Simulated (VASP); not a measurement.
Write the native input for VASP 6.6.1 that does the following.

```yaml
Task: single point
Functional: PBE
Potentials_or_basis: VASP PAW PBE potentials, release 64 (Li_sv)
Cutoff: 520 eV
k_mesh: 4 × 4 × 4
Occupations: gaussian, width 0.1 eV
Spin: no spin polarisation
Dipole_correction: no
Further_INCAR_settings: ALGO = Normal; EDIFF = 1e-06; NBANDS = 18
```

The structure of Li lies in POSCAR:

```
Li
1.0
    4.9058853900      0.0000000000      0.0000000000
    0.0000000000      4.9058853900      0.0000000000
    0.0000000000      0.0000000000      5.3481609200
Li
6
Direct
    0.5000000000      0.0000000000      0.7072967400
    0.0000000000      0.5000000000      0.7927032600
    0.0000000000      0.5000000000      0.2072967400
    0.5000000000      0.0000000000      0.2927032600
    0.5000000000      0.5000000000      0.7500000000
    0.5000000000      0.5000000000      0.2500000000
```

The input as run:

INCAR

```
SYSTEM = Li
PREC = Accurate
ENCUT = 520
EDIFF = 1E-6
ISMEAR = 0
SIGMA = 0.1
LREAL = .False.
LASPH = .True.
NELM = 100
ALGO = Normal
ISIF = 2
LWAVE = .False.
LCHARG = .False.
GGA = PE
NBANDS = 18
```

KPOINTS

```
Automatic mesh
0
Gamma
  4 4 4
  0 0 0
```

Potentials or basis: VASP PAW PBE potentials, release 64 (Li_sv).

Launch:

```sh
$ cat potpaw_PBE.64/Li_sv/POTCAR > POTCAR
$ mpirun -np 1 vasp_std > vasp.out
```

Results of the run:

The largest force is 1.112 eV/Å and the band gap on the k mesh is zero (band 9 reaches 1.46 eV, above the bottom of band 10 at -0.55 eV).

Caveat: forces of over 1 eV/Å act on the atoms, so gaps and moduli don't describe the material at rest.

It took 38 s on 1 thread of AMD EPYC 7R43 64-Core Processor (Zen 3) (shared host), peak memory 0.16 GiB.
